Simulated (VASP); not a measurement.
Runs of VASP 6.6.1 on AlN. The structure is that of space group P3m1 (No. 156), or close to it. The cells are those of the table. 

```tsv
cell	gap on the mesh (eV)	pressure (GPa)	largest force (eV/Å)
a = 3.107, b = 3.107, c = 14.457 Å, angles 90.0, 90.0, 60.0°, 8 atoms	none	(b)	2.44
a = 3.107, b = 3.107, c = 12.957 Å, angles 90.0, 90.0, 60.0°, 8 atoms	none	-1.7	2.42
a = 3.107, b = 3.107, c = 10.457 Å, angles 90.0, 90.0, 60.0°, 8 atoms	(c)	-5.0	2.02
a = 3.107, b = 3.107, c = 11.957 Å, angles 90.0, 90.0, 60.0°, 8 atoms	none	-2.9	2.66
a = 3.107, b = 3.107, c = 11.457 Å, angles 90.0, 90.0, 60.0°, 8 atoms	0.11	-4.0	2.73
a = 3.107, b = 3.107, c = 15.957 Å, angles 90.0, 90.0, 60.0°, 8 atoms	none	-1.2	2.48
a = 3.107, b = 3.107, c = 10.707 Å, angles 90.0, 90.0, 60.0°, 8 atoms	2.40	-5.2	1.79
a = 3.107, b = 3.107, c = 10.207 Å, angles 90.0, 90.0, 60.0°, 8 atoms	(a)	-3.7	1.76
a = 3.107, b = 3.107, c = 10.957 Å, angles 90.0, 90.0, 60.0°, 8 atoms	1.47	-5.0	2.17
a = 3.107, b = 3.107, c = 9.657 Å, angles 90.0, 90.0, 60.0°, 8 atoms	5.11	10.5	8.55
```

Alike in all rows: task single point; level r2SCAN; potentials or basis VASP PAW PBE potentials, release 64 (Al, N); no spin polarisation; k mesh 8 × 8 × 3; cutoff (eV) 520; smearing gaussian 0.05 eV.

Q: Fill in the values left out.

A: (a) 4.44; (b) -1.4; (c) 3.43.

Caveats: the PAW data sets were made with another functional, which shifts forces and pressure a little.

A k mesh can miss the band edges.

A gap of «none» marks levels without a gap at the run's occupations.
